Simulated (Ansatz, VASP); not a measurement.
This is a calculation of Ir for Ansatz 0.2.0.

input.yaml

```yaml
crystal:
  lattice:
    - [0.0, 1.9156, 1.9156]
    - [1.9156, 0.0, 1.9156]
    - [1.9156, 1.9156, 0.0]
  atoms:
    - { symbol: Ir, position: [0.0, 0.0, 0.0] }
hamiltonian:
  xc: lda
  pseudopotentials: { kind: paw }
kpoints:
  mp_grid: { grid: [12, 12, 12] }
scf:
  occupations: { method: fermi_dirac, width: 0.05 }
output:
  forces: true
  stress: true
  eigenvalues: true
relax:
  f_tol: 0.01
  max_steps: 40
  cell: { stress_tol: 0.05 }
```

Potentials or basis: Ansatz PAW.

Run with:

```sh
$ ansatz run input.yaml --threads 2 --pin off --max-ram 5632MiB --backend cpu --events-out ev --progress --plain --runs-dir out
```

**Question.** Set up the same calculation for VASP 6.6.1. Potentials there: VASP PAW LDA potentials, release 64 (Ir).

**Answer.** As run (the cutoff follows the program's own potentials):

Contents of INCAR:

```
PREC = Accurate
ENCUT = 600
EDIFF = 1E-7
ISMEAR = -1
SIGMA = 0.05
LREAL = False
LASPH = True
NELM = 60
ALGO = Normal
ISIF = 3
LWAVE = False
LCHARG = False
GGA = CA
IBRION = 2
NSW = 60
EDIFFG = -0.01
```

KPOINTS

```
Automatic mesh
0
Gamma
  12 12 12
```

The input POSCAR:

```
Ir
1.0
    0.0000000000      1.9156000000      1.9156000000
    1.9156000000      0.0000000000      1.9156000000
    1.9156000000      1.9156000000      0.0000000000
Ir
1
Direct
    0.0000000000      0.0000000000      0.0000000000
```

Potentials or basis: VASP PAW LDA potentials, release 64 (Ir).

Command:

```console
$ cat potpaw_LDA.64/Ir/POTCAR > POTCAR
$ mpirun -np 1 vasp_std > vasp.out
```

Both were run:

|  | VASP | Ansatz | Ansatz less VASP |
| --- | --- | --- | --- |
| gap on the k mesh at the Fermi level, each at its own relaxed structure (eV) | none | none | - |
| relaxed volume (Å³/atom) | 13.92 | 13.82 | -0.095 |
| relaxed cell length with the largest relative difference (Å) | 2.700 | 2.694 | -0.0062 |

LDA's correlation is that of Perdew and Zunger in VASP and of Perdew and Wang (1992) in Ansatz. A gap of «none» marks a metal or a gap that the smearing closes. VASP's potentials hold 9 valence electrons a cell and Ansatz's 17, so a difference there can come from the potentials and not from the codes.

Spin-orbit coupling is off throughout. Noted on Ansatz's run: the plane-wave basis is chosen anew once the cell has moved, so the energies of steps on either side of that aren't comparable.
